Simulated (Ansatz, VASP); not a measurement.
**One calculation of SrCl2, two programs**

INCAR

```
ALGO     = Normal         # electronic algorithm
EDIFF    = 1E-6           # SCF threshold, eV
ENCUT    = 520            # plane-wave cutoff, eV
GGA      = PE             # functional
ISIF     = 2              # what is computed and relaxed
ISMEAR   = 0              # smearing method
LASPH    = T              # aspherical terms in the spheres
LCHARG   = F              # write CHGCAR
LREAL    = F              # projectors in reciprocal space
LWAVE    = F              # write WAVECAR
NBANDS   = 19             # bands
NELM     = 80             # most SCF steps
PREC     = Accurate       # precision mode
SIGMA    = 0.05           # smearing width, eV
```

File KPOINTS:

```
k-points
0
Gamma
  6 6 6
```

File POSCAR:

```
SrCl2
1.0
    0.0000000000      3.4990982253      3.7307385278
    3.4990982253      0.0000000000      3.7307385278
    3.4990982253      3.4990982253      0.0000000000
Sr Cl
1 2
Direct
    0.0000000000      0.0000000000      0.0000000000
    0.2500000000      0.2500000000      0.2500000000
    0.7500000000      0.7500000000      0.7500000000
```

Input for Ansatz:

```yaml
crystal:
  lattice:
    - [0.0, 3.4990982253, 3.7307385278]
    - [3.4990982253, 0.0, 3.7307385278]
    - [3.4990982253, 3.4990982253, 0.0]
  atoms:
    - { symbol: Sr, position: [0.0, 0.0, 0.0] }
    - { symbol: Cl, position: [0.25, 0.25, 0.25] }
    - { symbol: Cl, position: [0.75, 0.75, 0.75] }
basis:
  ecutwfc: 420
kpoints:
  mp_grid: { grid: [6, 6, 6] }
hamiltonian:
  xc: pbe
scf:
  occupations: { method: gaussian, width: 0.05 }
output:
  forces: true
  stress: true
  eigenvalues: true
```

Alike in both runs: task single point; functional PBE; k mesh 6 × 6 × 6; occupations gaussian, width 0.05 eV; no spin polarisation.

```csv
,VASP,Ansatz
version,VASP 6.6.1,Ansatz 0.2.0
potentials or method,"VASP PAW PBE potentials, release 64 (Sr_sv, Cl), cutoff 520 eV","scalar-relativistic, plane waves, PAW"
valence electrons in the cell,24,24
```

```tsv
	VASP	Ansatz	Ansatz less VASP
gap on the k mesh at the Fermi level (eV)	4.82	4.83	+0.003
least direct gap on the mesh (eV)	5.11	5.11	+0.001
pressure (GPa)	-1.3	-1.4	-0.05
traceless stress, the component that is largest in VASP (GPa)	-1.97	-1.98	-0.010
```
